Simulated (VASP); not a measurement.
A run of VASP 6.6.1:

File INCAR:

```
SYSTEM = BaTiO3
PREC = Accurate ; ENCUT = 600
EDIFF = 1E-6 ; ISMEAR = -1
SIGMA = 0.02 ; LREAL = .FALSE.
LASPH = .TRUE. ; NELM = 120
ALGO = Normal ; ISIF = 2
LWAVE = .FALSE. ; LCHARG = .FALSE.
GGA = PS ; NBANDS = 28
GGA_COMPAT = .FALSE.
```

File KPOINTS:

```
Automatic mesh
0
G
  6 6 6
  0 0 0
```

The input POSCAR:

```
BaTiO3
1.0
    2.8273666084      1.6323808724      2.3183934932
   -2.8273666084      1.6323808724      2.3183934932
    0.0000000000     -3.2647617449      2.3183934932
Ba Ti O
1 1 3
Direct
    0.0000000000      0.0000000000      0.0000000000
    0.4845000000      0.4845000000      0.4845000000
    0.5086000000      0.0175000000      0.5086000000
    0.0175000000      0.5086000000      0.5086000000
    0.5086000000      0.5086000000      0.0175000000
```

Potentials or basis: VASP PAW PBE potentials, release 64 (Ba_sv, Ti_sv, O).

Launch:

```bash
$ cat potpaw_PBE.64/Ba_sv/POTCAR potpaw_PBE.64/Ti_sv/POTCAR potpaw_PBE.64/O/POTCAR > POTCAR
$ mpirun -np 1 vasp_std > vasp.out
```

Hardware: 1 thread of Intel(R) Xeon(R) 6975P-C (Granite Rapids), with other jobs on the host.

Question: Estimate the wall time of this run.

Answer: It took 37 s on 1 thread of Intel(R) Xeon(R) 6975P-C (Granite Rapids) (shared host), peak memory 0.22 GiB. Counts: scf iterations 15, k points 32.
